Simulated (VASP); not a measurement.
# TiPt3 (Pm-3m) in VASP: further runs

TiPt3 is run at these levels: PBEsol; tasks: single point.

All numbers are computed with VASP 6.6.1; they aren't measurements. Logs are shortened: lines on timing, memory, paths and dates and some standing lists are left out, and cuts for length are marked.

## (1) The cell of the first run

It takes space group Pm-3m (No. 221, cubic). The conventional cell has a = 3.976 Å, b = 3.976 Å, c = 3.976 Å, α = 90.00°, β = 90.00°, γ = 90.00°. Within 3.7 Å of Ti (site symmetry m-3m) lie 12 Pt at 2.81 Å. Within 3.7 Å of Pt (site symmetry 4/mmm) lie 4 Ti at 2.81 Å and 8 Pt at 2.81 Å.

## (2) Single point, PBEsol (15.71 Å³/atom)

Contents of INCAR:

```
PREC = Accurate
ENCUT = 520
EDIFF = 1E-6
ISMEAR = 0
SIGMA = 0.1
LREAL = False
LASPH = True
NELM = 100
ALGO = Fast
ISIF = 2
LWAVE = False
LCHARG = False
GGA = PS
NBANDS = 29
```

Contents of KPOINTS:

```
regular mesh
0
Gamma
  12 12 12
```

Contents of POSCAR:

```
TiPt3
1.0
    3.9758310574      0.0000000000      0.0000000000
    0.0000000000      3.9758310574      0.0000000000
    0.0000000000      0.0000000000      3.9758310574
Ti Pt
1 3
Direct
    0.0000000000      0.0000000000      0.0000000000
    0.0000000000      0.5000000000      0.5000000000
    0.5000000000      0.0000000000      0.5000000000
    0.5000000000      0.5000000000      0.0000000000
```

Potentials or basis: VASP PAW PBE potentials, release 64 (Ti_sv, Pt).

The run is started by

```bash
> cat potpaw_PBE.64/Ti_sv/POTCAR potpaw_PBE.64/Pt/POTCAR > POTCAR
> mpirun -np 1 vasp_std > vasp.out
```

OUTCAR:

```text
PREC = Accurate
   ENCUT = 520
   EDIFF = 1E-6
   ISMEAR = 0
   LREAL = False
   LASPH = True
   NELM = 100
   ISIF = 2
   GGA = PS

 ion  position               nearest neighbor table
   1  0.000  0.000  0.000-   2 2.81   3 2.81   4 2.81   2 2.81   3 2.81   2 2.81   4 2.81   2 2.81
                             3 2.81   4 2.81   3 2.81   4 2.81
   2  0.000  0.500  0.500-   1 2.81   3 2.81   4 2.81   1 2.81   4 2.81   1 2.81   3 2.81   1 2.81
                             3 2.81   4 2.81   4 2.81   3 2.81
   3  0.500  0.000  0.500-   1 2.81   2 2.81   4 2.81   1 2.81   4 2.81   2 2.81   4 2.81   4 2.81
                             1 2.81   2 2.81   1 2.81   2 2.81
   4  0.500  0.500  0.000-   1 2.81   2 2.81   3 2.81   2 2.81   3 2.81   1 2.81   3 2.81   3 2.81
                             1 2.81   2 2.81   2 2.81   1 2.81

  LATTYP: Found a simple cubic cell.
 ALAT       =     3.9758310574

  Lattice vectors:

 A1 = (   3.9758310574,   0.0000000000,   0.0000000000)
 A2 = (   0.0000000000,   3.9758310574,   0.0000000000)
 A3 = (   0.0000000000,   0.0000000000,   3.9758310574)

Analysis of symmetry for initial positions (statically):
=====================================================================
 Subroutine PRICEL returns:
 Original cell was already a primitive cell.

 Routine SETGRP: Setting up the symmetry group for a
 simple cubic supercell.

 Subroutine GETGRP returns: Found 48 space group operations
 (whereof 48 operations were pure point group operations)
 out of a pool of 48 trial point group operations.

The static configuration has the point symmetry O_h .

Analysis of symmetry for dynamics (positions and initial velocities):
=====================================================================
 Subroutine PRICEL returns:
 Original cell was already a primitive cell.

 Routine SETGRP: Setting up the symmetry group for a
 simple cubic supercell.

 Subroutine GETGRP returns: Found 48 space group operations
 (whereof 48 operations were pure point group operations)
 out of a pool of 48 trial point group operations.

The dynamic configuration has the point symmetry O_h .

 Subroutine INISYM returns: Found 48 space group operations
 (whereof 48 operations are pure point group operations),
 and found     1 'primitive' translations

----------------------------------------------------------------------------------------

                                     Primitive cell

  volume of cell :      62.8469

  direct lattice vectors                    reciprocal lattice vectors
     3.975831057  0.000000000  0.000000000     0.251519742  0.000000000  0.000000000
     0.000000000  3.975831057  0.000000000     0.000000000  0.251519742  0.000000000
     0.000000000  0.000000000  3.975831057     0.000000000  0.000000000  0.251519742

  length of vectors
     3.975831057  3.975831057  3.975831057     0.251519742  0.251519742  0.251519742

  position of ions in fractional coordinates (direct lattice)
     0.000000000  0.000000000  0.000000000
     0.000000000  0.500000000  0.500000000
     0.500000000  0.000000000  0.500000000
     0.500000000  0.500000000  0.000000000

  ion indices of the primitive-cell ions
   primitive index   ion index
                 1           1
                 2           2
                 3           3
                 4           4

----------------------------------------------------------------------------------------

 KPOINTS: regular mesh

Automatic generation of k-mesh.
 Grid dimensions read from file:
 generate k-points for:   12   12   12

 Generating k-lattice:

  Cartesian coordinates                     Fractional coordinates (reciprocal lattice)
     0.020959978  0.000000000  0.000000000     0.083333333  0.000000000  0.000000000
     0.000000000  0.020959978  0.000000000     0.000000000  0.083333333  0.000000000
     0.000000000  0.000000000  0.020959978     0.000000000  0.000000000  0.083333333

  Length of vectors
     0.020959978  0.020959978  0.020959978

  Shift w.r.t. Gamma in fractional coordinates (k-lattice)
     0.000000000  0.000000000  0.000000000

 Subroutine IBZKPT returns following result:
 ===========================================

 Found     84 irreducible k-points:

 Following reciprocal coordinates:
            Coordinates               Weight
  0.000000  0.000000  0.000000      1.000000
  0.083333  0.000000  0.000000      6.000000
  0.166667  0.000000  0.000000      6.000000
  0.250000  0.000000  0.000000      6.000000
  0.333333  0.000000  0.000000      6.000000
  0.416667  0.000000  0.000000      6.000000
[... 16 lines left out ...]
  0.333333  0.333333  0.000000     12.000000
  0.416667  0.333333  0.000000     24.000000
 [... further k-points ...]
   k-points           NKPTS =     84   k-points in BZ     NKDIM =     84   number of bands    NBANDS=     29
   number of dos      NEDOS =    301   number of ions     NIONS =      4
   total plane-waves  NPLWV =  27000
   dimension x,y,z NGX =    30 NGY =   30 NGZ =   30
   dimension x,y,z NGXF=    60 NGYF=   60 NGZF=   60
   ions per type =               1   3
   NGX,Y,Z   is equivalent  to a cutoff of  12.54, 12.54, 12.54 a.u.
   NGXF,Y,Z  is equivalent  to a cutoff of  25.09, 25.09, 25.09 a.u.
 SYSTEM =  unknown system
   PREC   = accura    normal or accurate (medium, high low for compatibility)
   ISTART =      0    job   : 0-new  1-cont  2-samecut
   ICHARG =      2    charge: 1-file 2-atom 10-const
   ISPIN  =      1    spin polarized calculation?
   LNONCOLLINEAR =      F non collinear calculations
   LSORBIT =      F    spin-orbit coupling
   LASPH  =      T    aspherical Exc in radial PAW
   ENCUT  =  520.0 eV  38.22 Ry    6.18 a.u.   7.39  7.39  7.39*2*pi/ulx,y,z
   NELM   =    100;   NELMIN=  2; NELMDL= -5     # of ELM steps
   EDIFF  = 0.1E-05   stopping-criterion for ELM
   LREAL  =      F    real-space projection
   EDIFFG = 0.1E-04   stopping-criterion for IOM
   NSW    =      0    number of steps for IOM
   IBRION =     -1    ionic relax: 0-MD 1-quasi-New 2-CG
   NFREE  =      0    steps in history (QN), initial steepest desc. (CG)
   ISIF   =      2    stress and relaxation
   ISYM   =      2    0-nonsym 1-usesym 2-fastsym
   POTIM  = 0.5000    time-step for ionic-motion
   TEBEG  =    0.0;   TEEND  =   0.0 temperature during run
   PSTRESS=    0.0 pullay stress
   NELECT =      42.0000    total number of electrons
   NUPDOWN=      -1.0000    fix difference up-down
   EMIN   =  10.00;   EMAX   =-10.00  energy-range for DOS
   EFERMI =   0.00;   METHOD = LEGACY
   ISMEAR =     0;   SIGMA  =   0.10  broadening in eV -4-tet -1-fermi 0-gaus
   EFERMI_NEDOS =   21; number of points for ismear=-14 and -15
   IALGO  =     68    algorithm
   IMIX   =      4    mixing-type and parameters
     AMIX     =   0.40;   BMIX     =  1.00
     AMIX_MAG =   1.60;   BMIX_MAG =  1.00
  volume/ion in A,a.u.               =      15.71       106.03
  Fermi-wavevector in a.u.,A,eV,Ry     =   1.431298  2.704761 27.873078  2.048613
  Thomas-Fermi vector in A             =   2.551050
   LORBIT       =      0    0 simple, 1 ext, 2 COOP (PROOUT), +10 PAW based schemes
   GGA     = PS    functional components
   LHFCALC =     F    Hartree Fock is set to
   AEXX    =    0.0000 exact exchange contribution
   IVDW    =     0    specifies the selected vdW correction
   LEPSILON=     F    determine dielectric tensor
   LRPA    =     F    only Hartree local field effects (RPA)
 non-spin polarized calculation
 RMM-DIIS sequential band-by-band and
 Gauss-broadening in eV      SIGMA  =   0.10
  energy-cutoff  :      520.00
  volume of cell :       62.85
 maximum number of plane-waves:      1743
 NGX is ok and might be reduce to    30
   NGX = 15   NGY = 15   NGZ = 15

 number of electron      42.0000004 magnetization

 Free energy of the ion-electron system (eV)
  ---------------------------------------------------
  ext. energy  EPLUGINS =         0.00000000
  ---------------------------------------------------
  free energy    TOTEN  =       -32.60087051 eV

  energy without entropy =      -32.59551710  energy(sigma->0) =      -32.59819380

 E-fermi :  10.6260     XC(G=0): -13.0787

 val. band max:       10.5989029644   @ k =   0.1667   0.0000   0.0000
 cond. band min:      10.6411863010   @ k =   0.0000   0.0000   0.0000
 fundamental gap:      0.0422833365
 Fermi energy:        10.6260159511

 k-point     1 :       0.0000    0.0000    0.0000
  band No.  band energies     occupation
      1     -47.3845      2.00000
      2     -23.6843      2.00000
      3     -23.6843      2.00000
      4     -23.6843      2.00000
      5       0.9466      2.00000
      6       3.8194      2.00000
[... 21 lines left out ...]
     28      12.5015      0.00000
     29      18.3896      0.00000

 k-point     2 :       0.0833    0.0000    0.0000
  band No.  band energies     occupation
      1     -47.3844      2.00000
      2     -23.6856      2.00000
      3     -23.6844      2.00000
      4     -23.6844      2.00000
      5       1.0340      2.00000
      6       3.8736      2.00000
[... 21 lines left out ...]
     28      13.1248      0.00000
     29      18.2583      0.00000

 k-point     3 :       0.1667    0.0000    0.0000
  band No.  band energies     occupation
      1     -47.3841      2.00000
      2     -23.6895      2.00000
      3     -23.6850      2.00000
      4     -23.6850      2.00000
      5       1.2915      2.00000
      6       4.0268      2.00000
[... 21 lines left out ...]
     28      14.0955      0.00000
     29      17.9097      0.00000

 k-point     4 :       0.2500    0.0000    0.0000
  band No.  band energies     occupation
      1     -47.3838      2.00000
      2     -23.6948      2.00000
      3     -23.6857      2.00000
      4     -23.6857      2.00000
      5       1.7034      2.00000
      6       4.2320      2.00000
[... 21 lines left out ...]
     28      15.1548      0.00000
     29      17.5225      0.00000

 k-point     5 :       0.3333    0.0000    0.0000
  band No.  band energies     occupation
      1     -47.3835      2.00000
      2     -23.7000      2.00000
      3     -23.6865      2.00000
      4     -23.6865      2.00000
      5       2.2336      2.00000
      6       4.3293      2.00000
[... 21 lines left out ...]
     28      16.2350      0.00000
     29      17.2046      0.00000
[... 510 lines left out ...]
     28      15.4079      0.00000
     29      18.7505      0.00000

 k-point    22 :       0.5000    0.2500    0.0000
  band No.  band energies     occupation
      1     -47.3829      2.00000
      2     -23.7026      2.00000
      3     -23.6936      2.00000
      4     -23.6885      2.00000
      5       3.7124      2.00000
      6       4.4630      2.00000
[... 21 lines left out ...]
     28      15.2033      0.00000
     29      19.3960      0.00000

 k-point    23 :       0.3333    0.3333    0.0000
  band No.  band energies     occupation
      1     -47.3830      2.00000
      2     -23.6991      2.00000
      3     -23.6960      2.00000
      4     -23.6885      2.00000
      5       3.3004      2.00000
      6       5.0356      2.00000
[... 21 lines left out ...]
     28      15.1320      0.00000
     29      18.6760      0.00000

 k-point    24 :       0.4167    0.3333    0.0000
  band No.  band energies     occupation
      1     -47.3829      2.00000
      2     -23.7005      2.00000
      3     -23.6967      2.00000
      4     -23.6890      2.00000
      5       3.7849      2.00000
      6       4.8654      2.00000
[... 21 lines left out ...]
     28      14.6084      0.00000
     29      19.7315      0.00000

 [... further k-points ...]

------------------------ aborting loop because EDIFF is reached ----------------------------------------

  FORCE on cell =-STRESS in cart. coord.  units (eV):
  Direction    XX          YY          ZZ          XY          YZ          ZX
  --------------------------------------------------------------------------------------
  -------------------------------------------------------------------------------------
  Total       -5.3562288     -5.3562288     -5.3562288      0.0000000     -0.0000000      0.0000000
  in kB     -136.5481878   -136.5481878   -136.5481878      0.0000000     -0.0000000      0.0000000
  external PRESSURE =    -136.5481878 kB  Pullay stress =       0.0000000 kB

 VOLUME and BASIS-vectors are now :
 -----------------------------------------------------------------------------
  energy-cutoff  :      520.00
  volume of cell :       62.85
      direct lattice vectors                 reciprocal lattice vectors
     3.975831057  0.000000000  0.000000000     0.251519742  0.000000000  0.000000000
     0.000000000  3.975831057  0.000000000     0.000000000  0.251519742  0.000000000
     0.000000000  0.000000000  3.975831057     0.000000000  0.000000000  0.251519742

 POSITION                                       TOTAL-FORCE (eV/Angst)
 -----------------------------------------------------------------------------------
      0.00000      0.00000      0.00000         0.000000      0.000000      0.000000
      0.00000      1.98792      1.98792         0.000000      0.000000      0.000000
      1.98792      0.00000      1.98792         0.000000      0.000000      0.000000
      1.98792      1.98792      0.00000         0.000000      0.000000      0.000000
 -----------------------------------------------------------------------------------
    total drift:                                0.000000      0.000000     -0.000000

  FREE ENERGIE OF THE ION-ELECTRON SYSTEM (eV)
  ---------------------------------------------------
  free  energy   TOTEN  =       -32.6008705084 eV

  energy  without entropy=      -32.5955171016  energy(sigma->0) =      -32.59819380
```

Wall time 9.8 min (1 thread of Intel Xeon 8259CL, shared host); peak memory 0.27 GiB.

What came out:

- Free energy: -32.6009 eV
- Pressure: -13.7 GPa
- Band gap on the k mesh: zero (bands 21 and 22 overlap by 1.72 eV)

Caveat: the cell stands under tension; the PAW data sets were made with another functional, which shifts forces and pressure a little; spin-orbit coupling is left out, which moves the levels of the heavy elements.

## (3) Single point, PBEsol (16.30 Å³/atom)

This run uses another cell than the first one, of 16.30 Å³/atom.

Contents of INCAR:

```
PREC = Accurate
ENCUT = 520
EDIFF = 1E-6
ISMEAR = 0
SIGMA = 0.1
LREAL = F
LASPH = T
NELM = 60
ALGO = Fast
ISIF = 2
LWAVE = F
LCHARG = F
GGA = PS
NBANDS = 29
```

KPOINTS is that of step 2.

Contents of POSCAR:

```
TiPt3
1.0
    4.0252253137      0.0000000000      0.0000000000
    0.0000000000      4.0252253137      0.0000000000
    0.0000000000      0.0000000000      4.0252253137
Ti Pt
1 3
Direct
    0.0000000000      0.0000000000      0.0000000000
    0.0000000000      0.5000000000      0.5000000000
    0.5000000000      0.0000000000      0.5000000000
    0.5000000000      0.5000000000      0.0000000000
```

Potentials or basis: VASP PAW PBE potentials, release 64 (Ti_sv, Pt).

The run is started by

```bash
> cat potpaw_PBE.64/Ti_sv/POTCAR potpaw_PBE.64/Pt/POTCAR > POTCAR
> mpirun -np 1 vasp_std > vasp.out
```

Wall time 11 min (1 thread of Intel Xeon 8259CL, shared host); peak memory 0.27 GiB.

Results (log left out):

- Free energy: -32.3502 eV
- Pressure: -20.1 GPa
- Band gap on the k mesh: zero (bands 21 and 22 overlap by 1.65 eV)

Levels at points of the mesh, in eV from the Fermi level:
```
           k point  band 18  band 19  band 20  band 21  band 22  band 23  band 24  band 25
(0.00, 0.00, 0.00)    -0.01    -0.01    -0.01     1.21     1.21     1.61     1.61     1.61
(0.50, 0.00, 0.00)    -2.34    -2.27    -1.22    -0.13    -0.13    -0.01     0.45     0.68
(0.50, 0.50, 0.00)    -2.69    -2.10    -2.03    -1.96     0.23     0.23     0.37     1.26
(0.50, 0.50, 0.50)    -0.51    -0.51    -0.51    -0.44    -0.44    -0.44     1.04     1.04
```

Caveat: the cell stands under tension; the PAW data sets were made with another functional, which shifts forces and pressure a little; spin-orbit coupling is left out, which moves the levels of the heavy elements.

The gap in the log of VASP goes by the Fermi energy; the results here count the filled bands.